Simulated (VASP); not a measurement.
Crystal: Ru.

```
Ru
1.0
     2.70580    0.00000    0.00000
    -1.35290    2.34329    0.00000
     0.00000    0.00000    4.28190
Ru
2
Direct
  0.33333 0.66667 0.25000
  0.66667 0.33333 0.75000
```

| Item | Value |
| --- | --- |
| Program | VASP 6.6.1 |
| Task | relaxation of cell and atoms |
| Functional | PBEsol |
| Potentials or basis | VASP PAW PBE potentials, release 64 (Ru_pv) |
| Cutoff | 600 eV |
| k mesh | 9 × 9 × 5 |
| Occupations | fermi-dirac, width 0.05 eV |
| Spin | no spin polarisation |

At the start: pressure -6.6 GPa; volume 13.57 Å³/atom.

**Question.** Where does the relaxation end?

**Answer.** Over 6 steps the energy falls by 5.6 meV/atom and the volume is 13.31 Å³/atom (-1.9 %); space group P6_3/mmc (No. 194, to 0.1 Å) before and after.

Step by step:
```csv
step,energy change (eV),largest force (eV/Å),pressure (GPa),volume (Å³)
1,0.0000,0.0000,-6.58,27.15
2,0.1082,0.0000,25.37,25.02
3,-0.0111,0.0000,-0.26,26.63
4,-0.0111,0.0000,0.06,26.62
5,-0.0111,0.0000,-0.23,26.63
6,-0.0111,0.0000,-0.09,26.62
```

Final structure:
```cif
data_structure
_symmetry_space_group_name_H-M 'P 1'
_symmetry_Int_Tables_number 1
_cell_length_a 2.6882
_cell_length_b 2.6882
_cell_length_c 4.2541
_cell_angle_alpha 90.000
_cell_angle_beta 90.000
_cell_angle_gamma 120.000
_cell_volume 26.62
loop_
_atom_site_label
_atom_site_type_symbol
_atom_site_fract_x
_atom_site_fract_y
_atom_site_fract_z
_atom_site_occupancy
Ru1 Ru 0.33333 0.66667 0.25000 1
Ru2 Ru 0.66667 0.33333 0.75000 1
```

Caveat: the PAW data sets were made with another functional, which shifts forces and pressure a little.
